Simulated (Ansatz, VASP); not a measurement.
# Be in VASP and in Ansatz

Contents of INCAR:

```
SYSTEM = Be
ALGO = Normal
EDIFF = 1E-6
ENCUT = 520
GGA = PS
ISIF = 2
ISMEAR = -1
LASPH = .TRUE.
LCHARG = .FALSE.
LREAL = .FALSE.
LWAVE = .FALSE.
NBANDS = 9
NELM = 80
PREC = Accurate
SIGMA = 0.1
```

KPOINTS

```
k-points
0
G
  26 26 15
  0 0 0
```

POSCAR

```
Be
1.0
    2.2580750172      0.0000000000      0.0000000000
   -1.1290375086      1.9555503286      0.0000000000
    0.0000000000      0.0000000000      3.5503490472
Be
2
Direct
    0.3333333333      0.6666666667      0.2500000000
    0.6666666667      0.3333333333      0.7500000000
```

Input for Ansatz:

```yaml
crystal:
  lattice:
    - [2.2580750172, 0.0, 0.0]
    - [-1.1290375086, 1.9555503286, 0.0]
    - [0.0, 0.0, 3.5503490472]
  atoms:
    - { symbol: Be, position: [0.3333333333, 0.6666666667, 0.25] }
    - { symbol: Be, position: [0.6666666667, 0.3333333333, 0.75] }
hamiltonian:
  xc: pbesol
  pseudopotentials:
    kind: paw
    azcp:
      Be: "pseudopotentials/Be.paw.azcp"
basis:
  ecutwfc: 420
  fft_grid_basis: typed
kpoints:
  mp_grid: { grid: [26, 26, 15], shift: [0, 0, 0] }
magnetization:
  spin_polarized: false
scf:
  occupations: { method: fermi_dirac, width: 0.1 }
output:
  stress: true
```

Alike in both runs: task single point; functional PBEsol; k mesh 26 × 26 × 15; occupations fermi-dirac, width 0.1 eV; no spin polarisation.

```csv
,VASP,Ansatz
version,VASP 6.6.1,Ansatz 0.2.0
potentials or method,"VASP PAW PBE potentials, release 64 (Be), cutoff 520 eV","plane waves (420 eV) with PAW, scalar-relativistic"
valence electrons in the cell,4,4
```

```csv
,VASP,Ansatz,Ansatz less VASP
pressure (GPa),0.4,0.0,-0.38
"traceless stress, the component that is largest in VASP (GPa)",0.81,0.75,-0.054
```

VASP's potentials were made for PBE, not for PBEsol, and Ansatz warns of the same on its side. The functional is the same, so the differences come from potentials, cutoffs and numerics.
